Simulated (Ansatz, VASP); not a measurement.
One calculation of TaN, two programs

```
CELL_PARAMETERS angstrom
0.00000 2.11638 2.11638
2.11638 0.00000 2.11638
2.11638 2.11638 0.00000
ATOMIC_POSITIONS crystal
Ta 0.00000 0.00000 0.00000
N 0.50000 0.50000 0.50000
```

Change from the starting cell: volume scaled by 0.88, LAPW.

Alike in both runs: task single point; functional PBE; k mesh 15 × 15 × 15; occupations fermi-dirac, width 0.08 eV; no spin polarisation.

```csv
,VASP,Ansatz
version,VASP 6.6.1,Ansatz 0.2.0
potentials or method,"VASP PAW PBE potentials, release 64 (Ta_pv, N), cutoff 520 eV","all-electron LAPW, scalar-relativistic"
```

```tsv
	VASP	Ansatz	Ansatz less VASP
pressure (GPa)	57.4	55.5	-1.87
```

Both programs put the cell under a high pressure, so it lies far from rest at this level. Ansatz ran all-electron here, and VASP with PAW potentials.

Neither program's run includes spin-orbit coupling.
